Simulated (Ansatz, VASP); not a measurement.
## Two plane-wave programs on B

Contents of INCAR:

```
SYSTEM = B
ALGO = Normal ; EDIFF = 1E-6
ENCUT = 500 ; GGA = PE
GGA_COMPAT = .FALSE. ; ISIF = 2
ISMEAR = 0 ; IVDW = 12
LASPH = .TRUE. ; LCHARG = .FALSE.
LREAL = .FALSE. ; LWAVE = .FALSE.
NBANDS = 8 ; NELM = 120
PREC = Accurate ; SIGMA = 0.15
```

File KPOINTS:

```
k-points
0
G
  33 33 14
  0 0 0
```

The input POSCAR:

```
B
1.0
    1.6173118970      0.0000000000      0.0000000000
   -0.8086559485      1.4006331887      0.0000000000
    0.0000000000      0.0000000000      3.6354228500
B
1
Direct
    0.0000000000      0.0000000000      0.0000000000
```

Input for Ansatz:

```yaml
crystal:
  lattice:
    - [1.617311897, 0.0, 0.0]
    - [-0.8086559485, 1.4006331887, 0.0]
    - [0.0, 0.0, 3.63542285]
  atoms:
    - { symbol: B, position: [0.0, 0.0, 0.0] }
basis:
  ecutwfc: 420
kpoints:
  mp_grid: { grid: [33, 33, 14] }
hamiltonian:
  xc: pbe
  dispersion: d3bj
scf:
  occupations: { method: gaussian, width: 0.15 }
output:
  forces: true
  stress: true
  eigenvalues: true
```

Change from the starting cell: strain -0.050 along x and y, +0.000 along z, atoms carried along.

Alike in both runs: task single point; functional PBE; dispersion D3(BJ); k mesh 33 × 33 × 14; occupations gaussian, width 0.15 eV; no spin polarisation.

|  | VASP | Ansatz |
| --- | --- | --- |
| version | VASP 6.6.1 | Ansatz 0.2.0 |
| potentials or method | VASP PAW PBE potentials, release 64 (B), cutoff 500 eV | scalar-relativistic, plane waves, PAW |
| valence electrons in the cell | 3 | 3 |

Ansatz gave:

```
gap on the k mesh at the Fermi level (eV)                     : none
pressure (GPa)                                                : 35.7
traceless stress, the component that is largest in VASP (GPa) : -38.57
```

Problem. Which values does VASP return?

Solution. gap on the k mesh at the Fermi level (eV): none; pressure (GPa): 35.7; traceless stress, the component that is largest in VASP (GPa): -38.70.

A gap of «none» marks a metal or a gap that the smearing closes. Both programs put the cell under a high pressure, so it lies far from rest at this level.
